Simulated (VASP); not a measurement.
# CaO (Fm-3m) in VASP: a series of runs, part 2 of 3

VASP 6.6.1. The steps go on from the part before.

**4. Single point, PBE+U**

This run uses another cell than the first one, of 13.89 Å³/atom.

INCAR

```
SYSTEM = CaO
ALGO = Normal
EDIFF = 1E-6
ENCUT = 600
GGA = PE
GGA_COMPAT = .FALSE.
ISIF = 2
ISMEAR = 0
LASPH = .TRUE.
LCHARG = .FALSE.
LDAU = .TRUE.
LDAUJ = 0 0
LDAUL = -1 1
LDAUPRINT = 1
LDAUTYPE = 2
LDAUU = 0 1.3
LREAL = .FALSE.
LWAVE = .FALSE.
NBANDS = 15
NELM = 200
PREC = Accurate
SIGMA = 0.1
```

KPOINTS

```
k-points
0
G
  6 6 6
  0 0 0
```

POSCAR

```
CaO
1.0
    0.0000000000      2.4035556960      2.4035556960
    2.4035556960      0.0000000000      2.4035556960
    2.4035556960      2.4035556960      0.0000000000
Ca O
1 1
Direct
    0.0000000000      0.0000000000      0.0000000000
    0.5000000000      0.5000000000      0.5000000000
```

Potentials or basis: VASP PAW PBE potentials, release 64 (Ca_sv, O).

Started as:

```bash
$ cat potpaw_PBE.64/Ca_sv/POTCAR potpaw_PBE.64/O/POTCAR > POTCAR
$ mpirun -np 1 vasp_std > vasp.out
```

OUTCAR:

```text
SYSTEM = CaO
   EDIFF = 1E-6
   ENCUT = 600
   GGA = PE
   ISIF = 2
   ISMEAR = 0
   LASPH = .TRUE.
   LREAL = .FALSE.
   NELM = 200
   PREC = Accurate

 ion  position               nearest neighbor table
   1  0.000  0.000  0.000-   2 2.40   2 2.40   2 2.40   2 2.40   2 2.40   2 2.40
   2  0.500  0.500  0.500-   1 2.40   1 2.40   1 2.40   1 2.40   1 2.40   1 2.40

  LATTYP: Found a face centered cubic cell.
 ALAT       =     4.8071113920

  Lattice vectors:

 A1 = (   0.0000000000,   2.4035556960,   2.4035556960)
 A2 = (   2.4035556960,   0.0000000000,   2.4035556960)
 A3 = (   2.4035556960,   2.4035556960,   0.0000000000)

Analysis of symmetry for initial positions (statically):
=====================================================================
 Subroutine PRICEL returns:
 Original cell was already a primitive cell.

 Routine SETGRP: Setting up the symmetry group for a
 face centered cubic supercell.

 Subroutine GETGRP returns: Found 48 space group operations
 (whereof 48 operations were pure point group operations)
 out of a pool of 48 trial point group operations.

The static configuration has the point symmetry O_h .

Analysis of symmetry for dynamics (positions and initial velocities):
=====================================================================
 Subroutine PRICEL returns:
 Original cell was already a primitive cell.

 Routine SETGRP: Setting up the symmetry group for a
 face centered cubic supercell.

 Subroutine GETGRP returns: Found 48 space group operations
 (whereof 48 operations were pure point group operations)
 out of a pool of 48 trial point group operations.

The dynamic configuration has the point symmetry O_h .

 Subroutine INISYM returns: Found 48 space group operations
 (whereof 48 operations are pure point group operations),
 and found     1 'primitive' translations

----------------------------------------------------------------------------------------

                                     Primitive cell

  volume of cell :      27.7711

  direct lattice vectors                    reciprocal lattice vectors
     0.000000000  2.403555696  2.403555696    -0.208025136  0.208025136  0.208025136
     2.403555696  0.000000000  2.403555696     0.208025136 -0.208025136  0.208025136
     2.403555696  2.403555696  0.000000000     0.208025136  0.208025136 -0.208025136

  length of vectors
     3.399141063  3.399141063  3.399141063     0.360310104  0.360310104  0.360310104

  position of ions in fractional coordinates (direct lattice)
     0.000000000  0.000000000  0.000000000
     0.500000000  0.500000000  0.500000000

  ion indices of the primitive-cell ions
   primitive index   ion index
                 1           1
                 2           2

----------------------------------------------------------------------------------------

 KPOINTS: k-points

Automatic generation of k-mesh.
 Grid dimensions read from file:
 generate k-points for:    6    6    6

 Generating k-lattice:
[... 34 lines left out ...]
 -0.333333  0.500000  0.166667     12.000000
   k-points           NKPTS =     16   k-points in BZ     NKDIM =     16   number of bands    NBANDS=     15
   number of dos      NEDOS =    301   number of ions     NIONS =      2
   total plane-waves  NPLWV =  21952
   dimension x,y,z NGX =    28 NGY =   28 NGZ =   28
   dimension x,y,z NGXF=    56 NGYF=   56 NGZF=   56
   ions per type =               1   1
   NGX,Y,Z   is equivalent  to a cutoff of  13.69, 13.69, 13.69 a.u.
   NGXF,Y,Z  is equivalent  to a cutoff of  27.39, 27.39, 27.39 a.u.
 SYSTEM =  CaO
   PREC   = accura    normal or accurate (medium, high low for compatibility)
   ISTART =      0    job   : 0-new  1-cont  2-samecut
   ICHARG =      2    charge: 1-file 2-atom 10-const
   ISPIN  =      1    spin polarized calculation?
   LNONCOLLINEAR =      F non collinear calculations
   LSORBIT =      F    spin-orbit coupling
   LASPH  =      T    aspherical Exc in radial PAW
   ENCUT  =  600.0 eV  44.10 Ry    6.64 a.u.   6.79  6.79  6.79*2*pi/ulx,y,z
   NELM   =    200;   NELMIN=  2; NELMDL= -5     # of ELM steps
   EDIFF  = 0.1E-05   stopping-criterion for ELM
   LREAL  =      F    real-space projection
   EDIFFG = 0.1E-04   stopping-criterion for IOM
   NSW    =      0    number of steps for IOM
   IBRION =     -1    ionic relax: 0-MD 1-quasi-New 2-CG
   NFREE  =      0    steps in history (QN), initial steepest desc. (CG)
   ISIF   =      2    stress and relaxation
   ISYM   =      2    0-nonsym 1-usesym 2-fastsym
   POTIM  = 0.5000    time-step for ionic-motion
   TEBEG  =    0.0;   TEEND  =   0.0 temperature during run
   PSTRESS=    0.0 pullay stress
   NELECT =      16.0000    total number of electrons
   NUPDOWN=      -1.0000    fix difference up-down
   EMIN   =  10.00;   EMAX   =-10.00  energy-range for DOS
   EFERMI =   0.00;   METHOD = LEGACY
   ISMEAR =     0;   SIGMA  =   0.10  broadening in eV -4-tet -1-fermi 0-gaus
   EFERMI_NEDOS =   21; number of points for ismear=-14 and -15
   IALGO  =     38    algorithm
   IMIX   =      4    mixing-type and parameters
     AMIX     =   0.40;   BMIX     =  1.00
     AMIX_MAG =   1.60;   BMIX_MAG =  1.00
  volume/ion in A,a.u.               =      13.89        93.70
  Fermi-wavevector in a.u.,A,eV,Ry     =   1.362231  2.574243 25.247954  1.855672
  Thomas-Fermi vector in A             =   2.488738
   LORBIT       =      0    0 simple, 1 ext, 2 COOP (PROOUT), +10 PAW based schemes
 LDA+U is selected, type is set to LDAUTYPE =  2
   angular momentum for each species LDAUL =    -1    1
   U (eV)           for each species LDAUU =   0.0  1.3
   J (eV)           for each species LDAUJ =   0.0  0.0
   GGA     = PE    functional components
   LHFCALC =     F    Hartree Fock is set to
   AEXX    =    0.0000 exact exchange contribution
   IVDW    =     0    specifies the selected vdW correction
   LEPSILON=     F    determine dielectric tensor
   LRPA    =     F    only Hartree local field effects (RPA)
 non-spin polarized calculation
 Gauss-broadening in eV      SIGMA  =   0.10
  energy-cutoff  :      600.00
  volume of cell :       27.77
 maximum number of plane-waves:       941
   NGX = 13   NGY = 13   NGZ = 13

 number of electron      15.9999997 magnetization

 Free energy of the ion-electron system (eV)
  ---------------------------------------------------
  ext. energy  EPLUGINS =         0.00000000
  ---------------------------------------------------
  free energy    TOTEN  =       -11.85528241 eV

  energy without entropy =      -11.85528241  energy(sigma->0) =      -11.85528241

 E-fermi :   2.8208     XC(G=0): -10.4682

 val. band max:        2.3174893685   @ k =   0.0000   0.0000   0.0000
 cond. band min:       5.9795487360   @ k =   0.5000   0.5000   0.0000
 fundamental gap:      3.6620593675
 Fermi energy:         2.8208173515

 k-point     1 :       0.0000    0.0000    0.0000
  band No.  band energies     occupation
      1     -35.3048      2.00000
      2     -16.0689      2.00000
      3     -16.0689      2.00000
      4     -16.0689      2.00000
      5     -13.1373      2.00000
      6       2.3175      2.00000
      7       2.3175      2.00000
      8       2.3175      2.00000
      9       7.0674      0.00000
     10       8.5650      0.00000
     11       8.5650      0.00000
     12       8.5650      0.00000
     13      10.0676      0.00000
     14      10.0676      0.00000
[... 257 lines left out ...]
      2     -16.5774      2.00000
      3     -16.4452      2.00000
      4     -16.3909      2.00000
      5     -12.6062      2.00000
      6       1.1125      2.00000
      7       1.2488      2.00000
      8       1.5135      2.00000
      9       7.3618      0.00000
     10      10.0034      0.00000
     11      10.6785      0.00000
     12      11.8707      0.00000
     13      12.0312      0.00000
     14      15.2552      0.00000
     15      15.9894      0.00000

------------------------ aborting loop because EDIFF is reached ----------------------------------------

  FORCE on cell =-STRESS in cart. coord.  units (eV):
  Direction    XX          YY          ZZ          XY          YZ          ZX
  --------------------------------------------------------------------------------------
  -------------------------------------------------------------------------------------
  Total        0.3091953      0.3091953      0.3091953      0.0000000      0.0000000     -0.0000000
  in kB       17.8381920     17.8381920     17.8381920      0.0000000      0.0000000     -0.0000000
  external PRESSURE =      17.8381920 kB  Pullay stress =       0.0000000 kB

 VOLUME and BASIS-vectors are now :
 -----------------------------------------------------------------------------
  energy-cutoff  :      600.00
  volume of cell :       27.77
      direct lattice vectors                 reciprocal lattice vectors
     0.000000000  2.403555696  2.403555696    -0.208025136  0.208025136  0.208025136
     2.403555696  0.000000000  2.403555696     0.208025136 -0.208025136  0.208025136
     2.403555696  2.403555696  0.000000000     0.208025136  0.208025136 -0.208025136

 POSITION                                       TOTAL-FORCE (eV/Angst)
 -----------------------------------------------------------------------------------
      0.00000      0.00000      0.00000         0.000000     -0.000000     -0.000000
      2.40356      2.40356      2.40356        -0.000000      0.000000      0.000000
 -----------------------------------------------------------------------------------
    total drift:                                0.000000      0.000000      0.000000

  FREE ENERGIE OF THE ION-ELECTRON SYSTEM (eV)
  ---------------------------------------------------
  free  energy   TOTEN  =       -11.8552824093 eV

  energy  without entropy=      -11.8552824093  energy(sigma->0) =      -11.85528241
```

OSZICAR:

```text
N       E                     dE             d eps       ncg     rms          rms(c)
DAV:   1     0.136013235589E+03    0.13601E+03   -0.88825E+03   480   0.121E+03
DAV:   2    -0.756498531539E+01   -0.14358E+03   -0.13335E+03   599   0.308E+02
DAV:   3    -0.133621324296E+02   -0.57971E+01   -0.57474E+01   557   0.639E+01
DAV:   4    -0.135221389110E+02   -0.16001E+00   -0.15992E+00   688   0.975E+00
DAV:   5    -0.135234038361E+02   -0.12649E-02   -0.12649E-02   544   0.813E-01    0.854E+00
DAV:   6    -0.119187258247E+02    0.16047E+01   -0.49119E+00   544   0.218E+01    0.350E+00
DAV:   7    -0.118573738663E+02    0.61352E-01   -0.40101E-01   544   0.649E+00    0.179E+00
DAV:   8    -0.118562623033E+02    0.11116E-02   -0.73181E-02   606   0.291E+00    0.429E-01
DAV:   9    -0.118546314493E+02    0.16309E-02   -0.53121E-03   487   0.608E-01    0.109E-01
DAV:  10    -0.118553115255E+02   -0.68008E-03   -0.79687E-04   586   0.264E-01    0.436E-02
DAV:  11    -0.118552828779E+02    0.28648E-04   -0.63838E-05   606   0.934E-02    0.786E-03
DAV:  12    -0.118552824093E+02    0.46859E-06   -0.80083E-06   550   0.268E-02
   1 F= -.11855282E+02 E0= -.11855282E+02  d E =-.779317E-14
```

Run time: 17 s. Hardware: 1 thread of Intel Xeon 8259CL, shared host; peak memory 0.16 GiB.

What came out:

| Property | Result |
| --- | --- |
| Free energy | -11.8553 eV |
| Pressure | 1.8 GPa |
| Band gap on the k mesh | 3.66 eV (least direct gap 4.03 eV) |

Levels at points of the mesh, in eV from the valence-band top:
```csv
k point,band 4,band 5,band 6,band 7,band 8,band 9,band 10,band 11,band 12,band 13
"(0.00, 0.00, 0.00)",-18.39,-15.45,0.00,0.00,0.00,4.75,6.25,6.25,6.25,7.75
"(0.50, 0.00, 0.00)",-18.44,-14.26,-2.63,-1.20,-1.20,7.06,8.37,8.37,8.54,10.43
"(0.50, 0.50, 0.00)",-18.61,-15.21,-1.29,-0.37,-0.37,3.66,8.07,8.91,9.55,9.55
```

[end of part 2 of 3]
